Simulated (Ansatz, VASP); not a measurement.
# One calculation of Au, two programs

```
CELL_PARAMETERS angstrom
-1.68213 1.68213 1.63241
1.68213 -1.68213 1.63241
1.68213 1.68213 -1.63241
ATOMIC_POSITIONS crystal
Au 0.00000 0.00000 0.00000
```

Change from the starting cell: strain +0.015 along x and y, -0.015 along z, atoms carried along.

Alike in both runs: task single point; functional PBEsol; k mesh 20 × 20 × 20; occupations gaussian, width 0.15 eV; no spin polarisation.

|  | VASP | Ansatz |
| --- | --- | --- |
| version | VASP 6.6.1 | Ansatz 0.2.0 |
| potentials or method | VASP PAW PBE potentials, release 64 (Au), cutoff 520 eV | scalar-relativistic, plane waves, PAW |
| valence electrons in the cell | 11 | 19 |

```tsv
	VASP	Ansatz	Ansatz less VASP
gap on the k mesh at the Fermi level (eV)	none	none	-
pressure (GPa)	-11.2	-11.0	+0.19
traceless stress, the component that is largest in VASP (GPa)	-0.12	-0.12	+0.005
```

VASP's potentials were made for PBE, not for PBEsol. A gap of «none» marks a metal or a gap that the smearing closes. VASP's potentials hold 11 valence electrons a cell and Ansatz's 19, so a difference there can come from the potentials and not from the codes.

Spin-orbit coupling is off throughout.
